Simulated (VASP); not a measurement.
# NbAs (I4_1md) in VASP: further runs

Runs on NbAs. Level: LDA. Tasks: single point.

Program: VASP 6.6.1. These are calculated values, not measurements. Logs are shortened: lines on timing, memory, paths and dates and some standing lists are left out, and cuts for length are marked.

## (1) The cell of the first run

It takes space group I4_1md (No. 109, tetragonal). The conventional cell has a = 3.381 Å, b = 3.381 Å, c = 11.442 Å, α = 90.00°, β = 90.00°, γ = 90.00°. Nb (site symmetry 2mm) has 6 As at 2.54 to 2.58 Å and 8 Nb at 3.32 to 3.38 Å within 3.4 Å. As (site symmetry 2mm) has 6 Nb at 2.54 to 2.58 Å and 8 As at 3.32 to 3.38 Å within 3.4 Å.

## (2) Single point, LDA (volume scaled by 0.94)

INCAR reads:

```
SYSTEM = NbAs
PREC = Accurate ; ENCUT = 520
EDIFF = 1E-6 ; ISMEAR = -1
SIGMA = 0.08 ; LREAL = .False.
LASPH = .True. ; NELM = 80
ALGO = Normal ; ISIF = 2
LWAVE = .False. ; LCHARG = .False.
NBANDS = 26
```

KPOINTS reads:

```
regular mesh
0
Gamma
  15 15 15
  0 0 0
```

POSCAR reads:

```
NbAs
1.0
   -1.6906186857      1.6906186857      5.7207828749
    1.6906186857     -1.6906186857      5.7207828749
    1.6906186857      1.6906186857     -5.7207828749
Nb As
2 2
Direct
    0.7500000000      0.7500000000      0.0000000000
    0.5000000000      0.0000000000      0.5000000000
    0.1660000000      0.1660000000      0.0000000000
    0.9160000000      0.4160000000      0.5000000000
```

Potentials or basis: VASP PAW LDA potentials, release 64 (Nb_sv, As).

The run is started by

```console
$ cat potpaw_LDA.64/Nb_sv/POTCAR potpaw_LDA.64/As/POTCAR > POTCAR
$ mpirun -np 1 vasp_std > vasp.out
```

OUTCAR:

```text
SYSTEM = NbAs
   PREC = Accurate
   ENCUT = 520
   EDIFF = 1E-6
   ISMEAR = -1
   LREAL = .False.
   LASPH = .True.
   NELM = 80
   ISIF = 2

 ion  position               nearest neighbor table
   1  0.750  0.750  0.000-   4 2.54   4 2.54   3 2.58   3 2.58   3 2.58   3 2.58
   2  0.500  0.000  0.500-   3 2.54   3 2.54   4 2.58   4 2.58   4 2.58   4 2.58
   3  0.166  0.166  0.000-   2 2.54   2 2.54   1 2.58   1 2.58   1 2.58   1 2.58
   4  0.916  0.416  0.500-   1 2.54   1 2.54   2 2.58   2 2.58   2 2.58   2 2.58

  LATTYP: Found a body centered tetragonal cell.
 ALAT       =     3.3812373714
 C/A-ratio  =     3.3838398471

  Lattice vectors:

 A1 = (  -1.6906186857,   1.6906186857,   5.7207828749)
 A2 = (   1.6906186857,  -1.6906186857,   5.7207828749)
 A3 = (   1.6906186857,   1.6906186857,  -5.7207828749)

Analysis of symmetry for initial positions (statically):
=====================================================================
 Subroutine PRICEL returns:
 Original cell was already a primitive cell.

 Routine SETGRP: Setting up the symmetry group for a
 body centered tetragonal supercell.

 Subroutine GETGRP returns: Found  8 space group operations
 (whereof  4 operations were pure point group operations)
 out of a pool of 16 trial point group operations.

The static configuration has the point symmetry C_2v.
 The point group associated with its full space group is C_4v.

Analysis of symmetry for dynamics (positions and initial velocities):
=====================================================================
 Subroutine PRICEL returns:
 Original cell was already a primitive cell.

 Routine SETGRP: Setting up the symmetry group for a
 body centered tetragonal supercell.

 Subroutine GETGRP returns: Found  8 space group operations
 (whereof  4 operations were pure point group operations)
 out of a pool of 16 trial point group operations.

The dynamic configuration has the point symmetry C_2v.
 The point group associated with its full space group is C_4v.

 Subroutine INISYM returns: Found  8 space group operations
 (whereof  4 operations are pure point group operations),
 and found     1 'primitive' translations

----------------------------------------------------------------------------------------

                                     Primitive cell

  volume of cell :      65.4044

  direct lattice vectors                    reciprocal lattice vectors
    -1.690618686  1.690618686  5.720782875     0.000000000  0.295749718  0.087400625
     1.690618686 -1.690618686  5.720782875     0.295749718  0.000000000  0.087400625
     1.690618686  1.690618686 -5.720782875     0.295749718  0.295749718  0.000000000

  length of vectors
     6.200301588  6.200301588  6.200301588     0.308393847  0.308393847  0.418253263

  position of ions in fractional coordinates (direct lattice)
     0.750000000  0.750000000  0.000000000
     0.500000000  0.000000000  0.500000000
     0.166000000  0.166000000  0.000000000
     0.916000000  0.416000000  0.500000000

  ion indices of the primitive-cell ions
   primitive index   ion index
                 1           1
                 2           2
                 3           3
                 4           4

----------------------------------------------------------------------------------------

 KPOINTS: regular mesh

Automatic generation of k-mesh.
 Grid dimensions read from file:
 generate k-points for:   15   15   15

 Generating k-lattice:

  Cartesian coordinates                     Fractional coordinates (reciprocal lattice)
     0.000000000  0.019716648  0.005826708     0.066666667  0.000000000  0.000000000
     0.019716648  0.000000000  0.005826708     0.000000000  0.066666667  0.000000000
     0.019716648  0.019716648  0.000000000     0.000000000  0.000000000  0.066666667

  Length of vectors
     0.020559590  0.020559590  0.027883551

  Shift w.r.t. Gamma in fractional coordinates (k-lattice)
     0.000000000  0.000000000  0.000000000

 Subroutine IBZKPT returns following result:
 ===========================================

 Found    288 irreducible k-points:

 Following reciprocal coordinates:
            Coordinates               Weight
  0.000000  0.000000  0.000000      1.000000
  0.066667 -0.000000  0.000000      8.000000
  0.133333  0.000000  0.000000      8.000000
  0.200000 -0.000000  0.000000      8.000000
  0.266667  0.000000  0.000000      8.000000
  0.333333  0.000000  0.000000      8.000000
[... 16 lines left out ...]
  0.133333  0.133333  0.000000      8.000000
  0.200000  0.133333  0.000000     16.000000
 [... further k-points ...]
   k-points           NKPTS =    288   k-points in BZ     NKDIM =    288   number of bands    NBANDS=     26
   number of dos      NEDOS =    301   number of ions     NIONS =      4
   total plane-waves  NPLWV = 110592
   dimension x,y,z NGX =    48 NGY =   48 NGZ =   48
   dimension x,y,z NGXF=    96 NGYF=   96 NGZF=   96
   ions per type =               2   2
   NGX,Y,Z   is equivalent  to a cutoff of  12.87, 12.87, 12.87 a.u.
   NGXF,Y,Z  is equivalent  to a cutoff of  25.74, 25.74, 25.74 a.u.
 SYSTEM =  NbAs
   PREC   = accura    normal or accurate (medium, high low for compatibility)
   ISTART =      0    job   : 0-new  1-cont  2-samecut
   ICHARG =      2    charge: 1-file 2-atom 10-const
   ISPIN  =      1    spin polarized calculation?
   LNONCOLLINEAR =      F non collinear calculations
   LSORBIT =      F    spin-orbit coupling
   LASPH  =      T    aspherical Exc in radial PAW
   ENCUT  =  520.0 eV  38.22 Ry    6.18 a.u.  11.53 11.53 11.53*2*pi/ulx,y,z
   NELM   =     80;   NELMIN=  2; NELMDL= -5     # of ELM steps
   EDIFF  = 0.1E-05   stopping-criterion for ELM
   LREAL  =      F    real-space projection
   EDIFFG = 0.1E-04   stopping-criterion for IOM
   NSW    =      0    number of steps for IOM
   IBRION =     -1    ionic relax: 0-MD 1-quasi-New 2-CG
   NFREE  =      0    steps in history (QN), initial steepest desc. (CG)
   ISIF   =      2    stress and relaxation
   ISYM   =      2    0-nonsym 1-usesym 2-fastsym
   POTIM  = 0.5000    time-step for ionic-motion
   TEBEG  =    0.0;   TEEND  =   0.0 temperature during run
   PSTRESS=    0.0 pullay stress
   NELECT =      36.0000    total number of electrons
   NUPDOWN=      -1.0000    fix difference up-down
   EMIN   =  10.00;   EMAX   =-10.00  energy-range for DOS
   EFERMI =   0.00;   METHOD = LEGACY
   ISMEAR =    -1;   SIGMA  =   0.08  broadening in eV -4-tet -1-fermi 0-gaus
   EFERMI_NEDOS =   21; number of points for ismear=-14 and -15
   IALGO  =     38    algorithm
   IMIX   =      4    mixing-type and parameters
     AMIX     =   0.40;   BMIX     =  1.00
     AMIX_MAG =   1.60;   BMIX_MAG =  1.00
  volume/ion in A,a.u.               =      16.35       110.34
  Fermi-wavevector in a.u.,A,eV,Ry     =   1.341653  2.535356 24.490917  1.800032
  Thomas-Fermi vector in A             =   2.469869
   LORBIT       =      0    0 simple, 1 ext, 2 COOP (PROOUT), +10 PAW based schemes
   GGA     = CA    functional components
   LHFCALC =     F    Hartree Fock is set to
   AEXX    =    0.0000 exact exchange contribution
   IVDW    =     0    specifies the selected vdW correction
   LEPSILON=     F    determine dielectric tensor
   LRPA    =     F    only Hartree local field effects (RPA)
 non-spin polarized calculation
  energy-cutoff  :      520.00
  volume of cell :       65.40
 maximum number of plane-waves:      1778
 NGX is ok and might be reduce to    48
   NGX = 23   NGY = 23   NGZ = 23

 number of electron      36.0000000 magnetization

 Free energy of the ion-electron system (eV)
  ---------------------------------------------------
  ext. energy  EPLUGINS =         0.00000000
  ---------------------------------------------------
  free energy    TOTEN  =       -36.33453211 eV

  energy without entropy =      -36.32087805  energy(sigma->0) =      -36.32770508

 E-fermi :  10.3694     XC(G=0): -12.3182

 val. band max:       10.3565360440   @ k =  -0.0667  -0.4667   0.0667
 cond. band min:      10.3697206066   @ k =  -0.2000   0.2667   0.2000
 fundamental gap:      0.0131845626
 Fermi energy:        10.3694427364

 k-point     1 :       0.0000    0.0000    0.0000
  band No.  band energies     occupation
      1     -44.2879      2.00000
      2     -44.2481      2.00000
      3     -20.7644      2.00000
      4     -20.5893      2.00000
      5     -20.5893      2.00000
      6     -20.4071      2.00000
[... 18 lines left out ...]
     25      14.6522      0.00000
     26      14.6535      0.00000

 k-point     2 :       0.0667   -0.0000    0.0000
  band No.  band energies     occupation
      1     -44.2869      2.00000
      2     -44.2477      2.00000
      3     -20.7602      2.00000
      4     -20.6013      2.00000
      5     -20.5883      2.00000
      6     -20.4191      2.00000
[... 18 lines left out ...]
     25      14.6688      0.00000
     26      14.8600      0.00000

 k-point     3 :       0.1333    0.0000    0.0000
  band No.  band energies     occupation
      1     -44.2838      2.00000
      2     -44.2467      2.00000
      3     -20.7489      2.00000
      4     -20.6338      2.00000
      5     -20.5852      2.00000
      6     -20.4509      2.00000
[... 18 lines left out ...]
     25      14.8830      0.00000
     26      15.3824      0.00000

 k-point     4 :       0.2000   -0.0000    0.0000
  band No.  band energies     occupation
      1     -44.2793      2.00000
      2     -44.2452      2.00000
      3     -20.7404      2.00000
      4     -20.6728      2.00000
      5     -20.5807      2.00000
      6     -20.4948      2.00000
[... 18 lines left out ...]
     25      15.1361      0.00000
     26      16.0244      0.00000

 k-point     5 :       0.2667    0.0000    0.0000
  band No.  band energies     occupation
      1     -44.2739      2.00000
      2     -44.2437      2.00000
      3     -20.7673      2.00000
      4     -20.6803      2.00000
      5     -20.5755      2.00000
      6     -20.5414      2.00000
[... 18 lines left out ...]
     25      15.2149      0.00000
     26      16.5927      0.00000

 k-point     6 :       0.3333    0.0000    0.0000
  band No.  band energies     occupation
      1     -44.2685      2.00000
      2     -44.2425      2.00000
      3     -20.8161      2.00000
      4     -20.6688      2.00000
      5     -20.5772      2.00000
      6     -20.5704      2.00000
[... 427 lines left out ...]
 k-point    21 :      -0.1333    0.0667    0.0000
  band No.  band energies     occupation
      1     -44.2832      2.00000
      2     -44.2459      2.00000
      3     -20.7486      2.00000
      4     -20.6326      2.00000
      5     -20.5964      2.00000
      6     -20.4501      2.00000
[... 18 lines left out ...]
     25      14.8512      0.00000
     26      15.3339      0.00000

 k-point    22 :      -0.0667    0.0667    0.0000
  band No.  band energies     occupation
      1     -44.2860      2.00000
      2     -44.2471      2.00000
      3     -20.7580      2.00000
      4     -20.6017      2.00000
      5     -20.5983      2.00000
      6     -20.4199      2.00000
[... 18 lines left out ...]
     25      14.5412      0.00000
     26      14.9817      0.00000

 k-point    23 :       0.1333    0.1333    0.0000
  band No.  band energies     occupation
      1     -44.2791      2.00000
      2     -44.2460      2.00000
      3     -20.7277      2.00000
      4     -20.6376      2.00000
      5     -20.6216      2.00000
      6     -20.4513      2.00000
[... 18 lines left out ...]
     25      14.6471      0.00000
     26      15.3430      0.00000

 k-point    24 :       0.2000    0.1333    0.0000
  band No.  band energies     occupation
      1     -44.2743      2.00000
      2     -44.2448      2.00000
      3     -20.7217      2.00000
      4     -20.6686      2.00000
      5     -20.6206      2.00000
      6     -20.4885      2.00000
[... 18 lines left out ...]
     25      14.9997      0.00000
     26      15.6497      0.00000

 [... further k-points ...]

------------------------ aborting loop because EDIFF is reached ----------------------------------------

  FORCE on cell =-STRESS in cart. coord.  units (eV):
  Direction    XX          YY          ZZ          XY          YZ          ZX
  --------------------------------------------------------------------------------------
  -------------------------------------------------------------------------------------
  Total        2.6145137      2.6145137      2.6630327      0.0000000      0.0000000      0.0000000
  in kB       64.0463995     64.0463995     65.2349434      0.0000000      0.0000000      0.0000000
  external PRESSURE =      64.4425808 kB  Pullay stress =       0.0000000 kB

 VOLUME and BASIS-vectors are now :
 -----------------------------------------------------------------------------
  energy-cutoff  :      520.00
  volume of cell :       65.40
      direct lattice vectors                 reciprocal lattice vectors
    -1.690618686  1.690618686  5.720782875     0.000000000  0.295749718  0.087400625
     1.690618686 -1.690618686  5.720782875     0.295749718  0.000000000  0.087400625
     1.690618686  1.690618686 -5.720782875     0.295749718  0.295749718  0.000000000

 POSITION                                       TOTAL-FORCE (eV/Angst)
 -----------------------------------------------------------------------------------
      0.00000      0.00000      8.58117        -0.000000      0.000000     -0.359068
      0.00000      1.69062      0.00000         0.000000     -0.000000     -0.359068
      0.00000      0.00000      1.89930        -0.000000     -0.000000      0.359068
      0.00000      1.69062      4.75969         0.000000      0.000000      0.359068
 -----------------------------------------------------------------------------------
    total drift:                               -0.000000     -0.000000     -0.000585

  FREE ENERGIE OF THE ION-ELECTRON SYSTEM (eV)
  ---------------------------------------------------
  free  energy   TOTEN  =       -36.3345321101 eV

  energy  without entropy=      -36.3208780547  energy(sigma->0) =      -36.32770508
```

It took 9.5 min on 1 thread of Intel Xeon 6975P-C (Granite Rapids), shared host; peak memory 0.57 GiB.

What came out:

```yaml
Free_energy: -36.3345 eV
Pressure: 6.4 GPa
Largest_force: 0.359 eV/Å
Band_gap_on_the_k_mesh: zero (band 18 reaches 10.44 eV, above the bottom of band 19 at 10.37 eV)
```

Forces in eV/Å, atoms in the order of the input:
```
Nb   0.000  0.000 -0.359
Nb   0.000  0.000 -0.359
As   0.000  0.000  0.359
As   0.000  0.000  0.359
```

## (3) Single point, LDA (volume scaled by 0.98)

INCAR reads:

```
PREC = Accurate
ENCUT = 520
EDIFF = 1E-7
ISMEAR = -1
SIGMA = 0.08
LREAL = False
LASPH = True
NELM = 80
ALGO = Normal
ISIF = 2
LWAVE = False
LCHARG = False
NBANDS = 26
```

KPOINTS reads:

```
Automatic mesh
0
Gamma
  15 15 15
```

POSCAR reads:

```
NbAs
1.0
   -1.7142667651      1.7142667651      5.8008041881
    1.7142667651     -1.7142667651      5.8008041881
    1.7142667651      1.7142667651     -5.8008041881
Nb As
2 2
Direct
    0.7500000000      0.7500000000      0.0000000000
    0.5000000000      0.0000000000      0.5000000000
    0.1660000000      0.1660000000      0.0000000000
    0.9160000000      0.4160000000      0.5000000000
```

Potentials or basis: VASP PAW LDA potentials, release 64 (Nb_sv, As).

The run is started by

```console
$ cat potpaw_LDA.64/Nb_sv/POTCAR potpaw_LDA.64/As/POTCAR > POTCAR
$ mpirun -np 1 vasp_std > vasp.out
```

Wall time 10 min (1 thread of Intel Xeon 6975P-C (Granite Rapids), shared host); peak memory 0.58 GiB.

The run converged. Its results:

* Free energy: -36.3739 eV
* Pressure: -1.8 GPa
* Largest force: 0.302 eV/Å
* Band gap on the k mesh: zero (band 18 reaches 9.87 eV, above the bottom of band 19 at 9.82 eV)

Forces on the atoms (eV/Å):
```
Nb   0.000  0.000 -0.302
Nb   0.000  0.000 -0.302
As   0.000  0.000  0.302
As   0.000  0.000  0.302
```

Stress tensor (GPa, compression positive):
```
-2.11  0.00  0.00
 0.00 -2.11  0.00
 0.00  0.00 -1.07
```

Levels at points of the mesh, in eV from the Fermi level:
```tsv
k point	band 16	band 17	band 18	band 19	band 20	band 21
(0.00, 0.00, 0.00)	-1.71	-1.39	-1.39	0.75	1.34	2.48
```

(Continued in part 2 of 2.)
